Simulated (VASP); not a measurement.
Runs of VASP 6.6.1 on Sc. The structure is that of space group Fm-3m (No. 225), or close to it. The cells are those of the table. 

```csv
task,cell,k mesh,cutoff (eV),gap on the mesh (eV),pressure (GPa)
single point,"a = 3.224 Å, angles 60.0°, 1 atom",13 × 13 × 13,520,none,0.0
single point,"a = 3.308 Å, angles 60.0°, 1 atom",13 × 13 × 13,520,none,-3.7
relaxation of cell and atoms,"relaxed from a = 3.282 Å, angles 60.0°, 1 atom",12 × 12 × 12,500,none,0.0
single point,"a = 3.224 Å, angles 60.0°, 1 atom",19 × 19 × 19,520,none,0.0
single point,"a = 3.136 Å, angles 60.0°, 1 atom",13 × 13 × 13,520,none,(a)
single point,"a = 3.349 Å, angles 60.0°, 1 atom",13 × 13 × 13,520,none,-5.1
single point,"a = 3.181 Å, angles 60.0°, 1 atom",13 × 13 × 13,520,none,2.3
single point,"a = 3.267 Å, angles 60.0°, 1 atom",13 × 13 × 13,520,none,(b)
single point,"a = 3.090 Å, angles 60.0°, 1 atom",13 × 13 × 13,520,none,8.3
single point,"a = 3.224 Å, angles 60.0°, 1 atom",12 × 12 × 12,500,none,0.0
```

Alike in all rows: level PBEsol; potentials or basis VASP PAW PBE potentials, release 64 (Sc_sv); no spin polarisation; smearing fermi-dirac 0.1 eV.

Q: Estimate the missing entries.

A: (a) 5.0; (b) -2.0.

Caveats: the PAW data sets were made with another functional, which shifts forces and pressure a little.

A gap of «none» marks levels without a gap at the run's occupations.
